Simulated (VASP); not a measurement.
# InP in VASP: a series of runs

The runs below take InP through single point, relaxation of cell and atoms, with PBE.

All numbers are computed with VASP 6.6.1; they aren't measurements. Logs are shortened: lines on timing, memory, paths and dates and some standing lists are left out, and cuts for length are marked.

**1. The cell of the first run**

The typed cell holds 2 atoms: a = 3.975 Å, b = 3.975 Å, c = 2.753 Å, α = 90.00°, β = 90.00°, γ = 90.00°.

**2. Single point, PBE**

File INCAR:

```
ALGO = Normal
EDIFF = 1E-6
ENCUT = 520
GGA = PE
ISIF = 2
ISMEAR = 0
LASPH = T
LCHARG = T
LELF = T
LREAL = F
LVHAR = T
LWAVE = F
NBANDS = 16
NELM = 100
PREC = Accurate
SIGMA = 0.1
```

File KPOINTS:

```
k-points
0
Gamma
  4 4 6
```

File POSCAR:

```
InP
1.0
    3.9752352196      0.0000000000      0.0000000000
    0.0000000000      3.9752352196      0.0000000000
    0.0000000000      0.0000000000      2.7531634021
In P
1 1
Direct
    0.5000000000      0.5000000000      0.7208861467
    0.0000000000      0.0000000000      0.7203828033
```

Potentials or basis: VASP PAW PBE potentials, release 64 (In_d, P).

Command:

```
cat potpaw_PBE.64/In_d/POTCAR potpaw_PBE.64/P/POTCAR > POTCAR
mpirun -np 1 vasp_std > vasp.out
```

OUTCAR:

```text
EDIFF = 1E-6
   ENCUT = 520
   GGA = PE
   ISIF = 2
   ISMEAR = 0
   LASPH = T
   LREAL = F
   NELM = 100
   PREC = Accurate

 ion  position               nearest neighbor table
   1  0.500  0.500  0.721-   2 2.81   2 2.81   2 2.81   2 2.81
   2  0.000  0.000  0.720-   1 2.81   1 2.81   1 2.81   1 2.81

  LATTYP: Found a simple tetragonal cell.
 ALAT       =     3.9752352196
 C/A-ratio  =     0.6925787406

  Lattice vectors:

 A1 = (   3.9752352196,   0.0000000000,   0.0000000000)
 A2 = (   0.0000000000,   3.9752352196,   0.0000000000)
 A3 = (   0.0000000000,   0.0000000000,   2.7531634021)

Analysis of symmetry for initial positions (statically):
=====================================================================
 Subroutine PRICEL returns:
 Original cell was already a primitive cell.

 Routine SETGRP: Setting up the symmetry group for a
 simple tetragonal supercell.

 Subroutine GETGRP returns: Found  8 space group operations
 (whereof  8 operations were pure point group operations)
 out of a pool of 16 trial point group operations.

The static configuration has the point symmetry C_4v.

Analysis of symmetry for dynamics (positions and initial velocities):
=====================================================================
 Subroutine PRICEL returns:
 Original cell was already a primitive cell.

 Routine SETGRP: Setting up the symmetry group for a
 simple tetragonal supercell.

 Subroutine GETGRP returns: Found  8 space group operations
 (whereof  8 operations were pure point group operations)
 out of a pool of 16 trial point group operations.

The dynamic configuration has the point symmetry C_4v.

 Subroutine INISYM returns: Found  8 space group operations
 (whereof  8 operations are pure point group operations),
 and found     1 'primitive' translations

----------------------------------------------------------------------------------------

                                     Primitive cell

  volume of cell :      43.5069

  direct lattice vectors                    reciprocal lattice vectors
     3.975235220  0.000000000  0.000000000     0.251557441  0.000000000  0.000000000
     0.000000000  3.975235220  0.000000000     0.000000000  0.251557441  0.000000000
     0.000000000  0.000000000  2.753163402     0.000000000  0.000000000  0.363218543

  length of vectors
     3.975235220  3.975235220  2.753163402     0.251557441  0.251557441  0.363218543

  position of ions in fractional coordinates (direct lattice)
     0.500000000  0.500000000  0.720886147
     0.000000000  0.000000000  0.720382803

  ion indices of the primitive-cell ions
   primitive index   ion index
                 1           1
                 2           2

----------------------------------------------------------------------------------------

 KPOINTS: k-points

Automatic generation of k-mesh.
 Grid dimensions read from file:
 generate k-points for:    4    4    6

 Generating k-lattice:

  Cartesian coordinates                     Fractional coordinates (reciprocal lattice)
     0.062889360  0.000000000  0.000000000     0.250000000  0.000000000  0.000000000
     0.000000000  0.062889360  0.000000000     0.000000000  0.250000000  0.000000000
     0.000000000  0.000000000  0.060536424     0.000000000  0.000000000  0.166666667

  Length of vectors
     0.062889360  0.062889360  0.060536424

  Shift w.r.t. Gamma in fractional coordinates (k-lattice)
     0.000000000  0.000000000  0.000000000

 Subroutine IBZKPT returns following result:
 ===========================================

 Found     24 irreducible k-points:

 Following reciprocal coordinates:
            Coordinates               Weight
  0.000000  0.000000  0.000000      1.000000
  0.250000  0.000000  0.000000      4.000000
  0.500000  0.000000  0.000000      2.000000
  0.250000  0.250000  0.000000      4.000000
  0.500000  0.250000  0.000000      4.000000
  0.500000  0.500000  0.000000      1.000000
[... 16 lines left out ...]
  0.500000  0.250000  0.500000      4.000000
  0.500000  0.500000  0.500000      1.000000
   k-points           NKPTS =     24   k-points in BZ     NKDIM =     24   number of bands    NBANDS=     16
   number of dos      NEDOS =    301   number of ions     NIONS =      2
   total plane-waves  NPLWV =  18000
   dimension x,y,z NGX =    30 NGY =   30 NGZ =   20
   dimension x,y,z NGXF=    60 NGYF=   60 NGZF=   40
   ions per type =               1   1
   NGX,Y,Z   is equivalent  to a cutoff of  12.55, 12.55, 12.08 a.u.
   NGXF,Y,Z  is equivalent  to a cutoff of  25.09, 25.09, 24.15 a.u.
 SYSTEM =  unknown system
   PREC   = accura    normal or accurate (medium, high low for compatibility)
   ISTART =      0    job   : 0-new  1-cont  2-samecut
   ICHARG =      2    charge: 1-file 2-atom 10-const
   ISPIN  =      1    spin polarized calculation?
   LNONCOLLINEAR =      F non collinear calculations
   LSORBIT =      F    spin-orbit coupling
   LASPH  =      T    aspherical Exc in radial PAW
   ENCUT  =  520.0 eV  38.22 Ry    6.18 a.u.   7.39  7.39  5.12*2*pi/ulx,y,z
   NELM   =    100;   NELMIN=  2; NELMDL= -5     # of ELM steps
   EDIFF  = 0.1E-05   stopping-criterion for ELM
   LREAL  =      F    real-space projection
   EDIFFG = 0.1E-04   stopping-criterion for IOM
   NSW    =      0    number of steps for IOM
   IBRION =     -1    ionic relax: 0-MD 1-quasi-New 2-CG
   NFREE  =      0    steps in history (QN), initial steepest desc. (CG)
   ISIF   =      2    stress and relaxation
   ISYM   =      2    0-nonsym 1-usesym 2-fastsym
   POTIM  = 0.5000    time-step for ionic-motion
   TEBEG  =    0.0;   TEEND  =   0.0 temperature during run
   PSTRESS=    0.0 pullay stress
   NELECT =      18.0000    total number of electrons
   NUPDOWN=      -1.0000    fix difference up-down
   EMIN   =  10.00;   EMAX   =-10.00  energy-range for DOS
   EFERMI =   0.00;   METHOD = LEGACY
   ISMEAR =     0;   SIGMA  =   0.10  broadening in eV -4-tet -1-fermi 0-gaus
   EFERMI_NEDOS =   21; number of points for ismear=-14 and -15
   IALGO  =     38    algorithm
   IMIX   =      4    mixing-type and parameters
     AMIX     =   0.40;   BMIX     =  1.00
     AMIX_MAG =   1.60;   BMIX_MAG =  1.00
  volume/ion in A,a.u.               =      21.75       146.80
  Fermi-wavevector in a.u.,A,eV,Ry     =   1.219869  2.305218 20.246555  1.488080
  Thomas-Fermi vector in A             =   2.355106
   LORBIT       =      0    0 simple, 1 ext, 2 COOP (PROOUT), +10 PAW based schemes
   GGA     = PE    functional components
   LHFCALC =     F    Hartree Fock is set to
   AEXX    =    0.0000 exact exchange contribution
   IVDW    =     0    specifies the selected vdW correction
   LEPSILON=     F    determine dielectric tensor
   LRPA    =     F    only Hartree local field effects (RPA)
 non-spin polarized calculation
 Gauss-broadening in eV      SIGMA  =   0.10
  energy-cutoff  :      520.00
  volume of cell :       43.51
 maximum number of plane-waves:      1194
 NGX is ok and might be reduce to    30
   NGX = 15   NGY = 15   NGZ = 11

 number of electron      18.0000006 magnetization

 Free energy of the ion-electron system (eV)
  ---------------------------------------------------
  ext. energy  EPLUGINS =         0.00000000
  ---------------------------------------------------
  free energy    TOTEN  =        -7.51765868 eV

  energy without entropy =       -7.51296233  energy(sigma->0) =       -7.51531051

 E-fermi :   6.8275     XC(G=0): -10.3086

 val. band max:        6.7403174312   @ k =   0.2500   0.0000   0.1667
 cond. band min:       6.8728446697   @ k =   0.2500   0.2500   0.0000
 fundamental gap:      0.1325272385
 Fermi energy:         6.8275286130

 k-point     1 :       0.0000    0.0000    0.0000
  band No.  band energies     occupation
      1      -8.0761      2.00000
      2      -7.3537      2.00000
      3      -7.3210      2.00000
      4      -7.0092      2.00000
      5      -7.0092      2.00000
      6      -5.2830      2.00000
[... 8 lines left out ...]
     15      16.3508      0.00000
     16      19.3611      0.00000

 k-point     2 :       0.2500    0.0000    0.0000
  band No.  band energies     occupation
      1      -8.0587      2.00000
      2      -7.3528      2.00000
      3      -7.3237      2.00000
      4      -7.0153      2.00000
      5      -7.0085      2.00000
      6      -4.8856      2.00000
[... 8 lines left out ...]
     15      19.7065      0.00000
     16      19.7865      0.00000

 k-point     3 :       0.5000    0.0000    0.0000
  band No.  band energies     occupation
      1      -8.0431      2.00000
      2      -7.3841      2.00000
      3      -7.2940      2.00000
      4      -7.0214      2.00000
      5      -7.0078      2.00000
      6      -4.2965      2.00000
[... 8 lines left out ...]
     15      18.0092      0.00000
     16      18.8263      0.00000

 k-point     4 :       0.2500    0.2500    0.0000
  band No.  band energies     occupation
      1      -8.0471      2.00000
      2      -7.4366      2.00000
      3      -7.2897      2.00000
      4      -7.0146      2.00000
      5      -7.0143      2.00000
      6      -4.4306      2.00000
[... 8 lines left out ...]
     15      18.4893      0.00000
     16      19.7733      0.00000

 k-point     5 :       0.5000    0.2500    0.0000
  band No.  band energies     occupation
      1      -8.0359      2.00000
      2      -7.5109      2.00000
      3      -7.2559      2.00000
      4      -7.0203      2.00000
      5      -7.0136      2.00000
      6      -3.8057      2.00000
[... 8 lines left out ...]
     15      18.6955      0.00000
     16      19.5296      0.00000

 k-point     6 :       0.5000    0.5000    0.0000
  band No.  band energies     occupation
      1      -8.0293      2.00000
      2      -7.6198      2.00000
      3      -7.2177      2.00000
      4      -7.0193      2.00000
      5      -7.0193      2.00000
      6      -3.2167      2.00000
[... 8 lines left out ...]
     15      20.3880      0.00000
     16      21.4344      0.00000

 k-point     7 :       0.0000    0.0000    0.1667
  band No.  band energies     occupation
      1      -7.7917      2.00000
      2      -7.3313      2.00000
      3      -7.3027      2.00000
      4      -7.1489      2.00000
      5      -7.1489      2.00000
      6      -4.7704      2.00000
[... 8 lines left out ...]
     15      16.8820      0.00000
     16      19.2225      0.00000

 k-point     8 :       0.2500    0.0000    0.1667
  band No.  band energies     occupation
      1      -7.7661      2.00000
      2      -7.3324      2.00000
      3      -7.3024      2.00000
      4      -7.1637      2.00000
      5      -7.1475      2.00000
      6      -4.3820      2.00000
[... 8 lines left out ...]
     15      18.9268      0.00000
     16      19.2267      0.00000

 k-point     9 :       0.5000    0.0000    0.1667
  band No.  band energies     occupation
      1      -7.7429      2.00000
      2      -7.3616      2.00000
      3      -7.2722      2.00000
      4      -7.1784      2.00000
      5      -7.1461      2.00000
      6      -3.8110      2.00000
[... 8 lines left out ...]
     15      18.6754      0.00000
     16      19.5351      0.00000
[... 172 lines left out ...]
 k-point    19 :       0.0000    0.0000    0.5000
  band No.  band energies     occupation
      1      -7.5418      2.00000
      2      -7.5418      2.00000
      3      -7.2636      2.00000
      4      -7.2474      2.00000
      5      -6.9406      2.00000
      6      -1.9012      2.00000
[... 8 lines left out ...]
     15      16.1965      0.00000
     16      17.4999      0.00000

 k-point    20 :       0.2500    0.0000    0.5000
  band No.  band energies     occupation
      1      -7.5672      2.00000
      2      -7.5391      2.00000
      3      -7.2708      2.00000
      4      -7.2404      2.00000
      5      -6.8806      2.00000
      6      -1.6974      2.00000
[... 8 lines left out ...]
     15      14.2834      0.00000
     16      17.2337      0.00000

 k-point    21 :       0.5000    0.0000    0.5000
  band No.  band energies     occupation
      1      -7.5922      2.00000
      2      -7.5363      2.00000
      3      -7.2939      2.00000
      4      -7.2200      2.00000
      5      -6.8168      2.00000
      6      -1.4341      2.00000
[... 8 lines left out ...]
     15      14.6150      0.00000
     16      15.4175      0.00000

 k-point    22 :       0.2500    0.2500    0.5000
  band No.  band energies     occupation
      1      -7.5647      2.00000
      2      -7.5600      2.00000
      3      -7.3140      2.00000
      4      -7.2119      2.00000
      5      -6.8394      2.00000
      6      -1.3967      2.00000
[... 8 lines left out ...]
     15      15.5532      0.00000
     16      17.7528      0.00000

 k-point    23 :       0.5000    0.2500    0.5000
  band No.  band energies     occupation
      1      -7.5853      2.00000
      2      -7.5575      2.00000
      3      -7.3546      2.00000
      4      -7.1866      2.00000
      5      -6.7958      2.00000
      6      -1.0157      2.00000
[... 8 lines left out ...]
     15      16.5958      0.00000
     16      19.1004      0.00000

 k-point    24 :       0.5000    0.5000    0.5000
  band No.  band energies     occupation
      1      -7.5783      2.00000
      2      -7.5783      2.00000
      3      -7.4123      2.00000
      4      -7.1561      2.00000
      5      -6.7713      2.00000
      6      -0.4950      2.00000
[... 8 lines left out ...]
     15      18.1590      0.00000
     16      21.0874      0.00000

------------------------ aborting loop because EDIFF is reached ----------------------------------------

  FORCE on cell =-STRESS in cart. coord.  units (eV):
  Direction    XX          YY          ZZ          XY          YZ          ZX
  --------------------------------------------------------------------------------------
  -------------------------------------------------------------------------------------
  Total       -0.0320287     -0.0320287     -0.0048775      0.0000000      0.0000000      0.0000000
  in kB       -1.1794853     -1.1794853     -0.1796195      0.0000000      0.0000000      0.0000000
  external PRESSURE =      -0.8461967 kB  Pullay stress =       0.0000000 kB

 VOLUME and BASIS-vectors are now :
 -----------------------------------------------------------------------------
  energy-cutoff  :      520.00
  volume of cell :       43.51
      direct lattice vectors                 reciprocal lattice vectors
     3.975235220  0.000000000  0.000000000     0.251557441  0.000000000  0.000000000
     0.000000000  3.975235220  0.000000000     0.000000000  0.251557441  0.000000000
     0.000000000  0.000000000  2.753163402     0.000000000  0.000000000  0.363218543

 POSITION                                       TOTAL-FORCE (eV/Angst)
 -----------------------------------------------------------------------------------
      1.98762      1.98762      1.98472         0.000000      0.000000     -0.001248
      0.00000      0.00000      1.98333         0.000000      0.000000      0.001248
 -----------------------------------------------------------------------------------
    total drift:                                0.000000      0.000000     -0.000442

  FREE ENERGIE OF THE ION-ELECTRON SYSTEM (eV)
  ---------------------------------------------------
  free  energy   TOTEN  =        -7.5176586815 eV

  energy  without entropy=       -7.5129623326  energy(sigma->0) =       -7.51531051
```

Wall time 7.3 s (1 thread of AMD EPYC 9R45 (Zen 5), shared host); peak memory 0.12 GiB.

What came out:

- Free energy: -7.5177 eV
- Pressure: -0.1 GPa
- Band gap on the k mesh: zero (band 9 reaches 8.51 eV, above the bottom of band 10 at 5.19 eV)

Levels at points of the mesh, in eV from the Fermi level:
```
           k point  band 5  band 6  band 7  band 8  band 9  band 10  band 11  band 12  band 13  band 14
(0.00, 0.00, 0.00)  -13.84  -12.11   -3.77   -2.53   -2.53     3.75     4.59     6.79     6.79     9.24
(0.50, 0.00, 0.00)  -13.84  -11.12   -7.69   -0.99    1.35     1.77     2.13     4.99     9.62    10.85
(0.50, 0.50, 0.00)  -13.85  -10.04   -5.51   -4.94   -4.94     5.10     7.86     7.86    10.15    12.28
(0.00, 0.00, 0.50)  -13.77   -8.73   -5.11   -0.21   -0.21     0.94     1.49     6.72     6.72     7.14
(0.50, 0.00, 0.50)  -13.64   -8.26   -3.94   -3.51   -1.36     1.01     5.26     5.65     5.86     7.28
(0.50, 0.50, 0.50)  -13.60   -7.32   -3.68   -2.20   -2.20    -0.15    -0.15     3.76     3.76    11.33
```

Caveat: the k points lie up to 0.40 Å⁻¹ apart; spin-orbit coupling is left out, which moves the levels of the heavy elements.

[end of part 1 of 2]
